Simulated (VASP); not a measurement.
A run of VASP 6.6.1 is set up as follows.

The input INCAR:

```
SYSTEM = BaZrO3
  ALGO = Normal
  EDIFF = 1E-6
  ENCUT = 1340
  GGA_COMPAT = .FALSE.
  ISIF = 2
  ISMEAR = 0
  LASPH = .TRUE.
  LCHARG = .FALSE.
  LREAL = .FALSE.
  LWAVE = .FALSE.
  NBANDS = 28
  NELM = 120
  PREC = Accurate
  SIGMA = 0.05
```

File KPOINTS:

```
k-points
0
G
  6 6 6
  0 0 0
```

Contents of POSCAR:

```
BaZrO3
1.0
    4.0333992921      0.0000000000      0.0000000000
    0.0000000000      4.6036742562      0.0000000000
    0.0000000000      0.0000000000      4.1474542849
Ba Zr O
1 1 3
Direct
    0.5000000000      0.5000000000      0.5000000000
    0.0000000000      0.0000000000      0.0000000000
    0.5000000000      0.0000000000      0.0000000000
    0.0000000000      0.5000000000      0.0000000000
    0.0000000000      0.0000000000      0.5000000000
```

Potentials or basis: VASP PAW LDA potentials, release 64 (Ba_sv, Zr_sv, O_h).

The run is started by

```console
$ cat potpaw_LDA.64/Ba_sv/POTCAR potpaw_LDA.64/Zr_sv/POTCAR potpaw_LDA.64/O_h/POTCAR > POTCAR
$ mpirun -np 1 vasp_std > vasp.out
```

(1) Predict the band gap on the k mesh.

(2) What does it give for the pressure?

Results:

(1) 2.68 eV (least direct gap 2.94 eV).

(2) -7.0 GPa.

Caveat: the cell differs from its parent crystal (normal strain along x -0.0275, normal strain along y +0.1100); the stress differs along the axes, from -20 to 4 GPa; spin-orbit coupling is left out, which moves the levels of the heavy elements.
